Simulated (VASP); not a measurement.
A run of VASP 6.6.1 is set up as follows.

The input INCAR:

```
PREC = Accurate ; ENCUT = 500
EDIFF = 1E-6 ; ISMEAR = 0
SIGMA = 0.15 ; LREAL = F
LASPH = T ; NELM = 120
ALGO = Normal ; ISIF = 2
LWAVE = F ; LCHARG = T
GGA = PE ; LELF = T
LVHAR = T ; NBANDS = 23
GGA_COMPAT = F
```

File KPOINTS:

```
regular mesh
0
Gamma
  5 4 2
```

Contents of POSCAR:

```
Ga2S
1.0
    2.8259177077      0.0000000000      0.0000000000
    0.0000000000      2.6908700411      0.0000000000
    0.0000000000      0.0000000000      7.5670470207
Ga S
2 1
Direct
    0.5000000000      0.0000000000      0.3248067960
    0.5000000000      0.0000000000      0.6751932040
    0.5000000000      0.0000000000      0.0000000000
```

Potentials or basis: VASP PAW PBE potentials, release 64 (Ga_d, S).

Command:

```bash
$ cat potpaw_PBE.64/Ga_d/POTCAR potpaw_PBE.64/S/POTCAR > POTCAR
$ mpirun -np 1 vasp_std > vasp.out
```

**Question.** Predict the band gap on the k mesh.

**Answer.** Zero (bands 16 and 17 overlap by 3.37 eV).

**Question.** Predict the pressure.

**Answer.** -0.4 GPa.

Forces in eV/Å, atoms in the order of the input:
```
Ga   0.000  0.000  0.003
Ga   0.000  0.000 -0.003
S    0.000  0.000  0.000
```

Caveat: the k points lie up to 0.58 Å⁻¹ apart, too coarse for converged energies and pressures of a metal.
